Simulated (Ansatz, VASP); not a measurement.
## Ge: VASP beside Ansatz

```
Ge
1.0
     4.89127    0.00000    0.00000
     0.00000    4.89127    0.00000
     0.00000    0.00000    3.95375
Ge
4
Cartesian
  1.6739 0.0000 2.9653
  3.2174 0.0000 0.9884
  0.0000 1.6739 0.0000
  0.0000 3.2174 1.9769
```

Alike in both runs: functional PBE; k mesh 10 × 10 × 12; occupations gaussian, width 0.1 eV; no spin polarisation.

Ansatz relaxed the structure, and its values are those at the end. VASP's run is a single point on that final structure, the one shown.

|  | VASP | Ansatz |
| --- | --- | --- |
| version | VASP 6.6.1 | Ansatz 0.2.0 |
| potentials or method | VASP PAW PBE potentials, release 64 (Ge_d), cutoff 520 eV | scalar-relativistic, plane waves, PAW |
| valence electrons in the cell | 56 | 56 |

```tsv
	VASP	Ansatz	Ansatz less VASP
gap on the k mesh at the Fermi level (eV)	none	none	-
pressure (GPa)	0.0	0.0	+0.03
```

A gap of «none» marks a metal or a gap that the smearing closes.
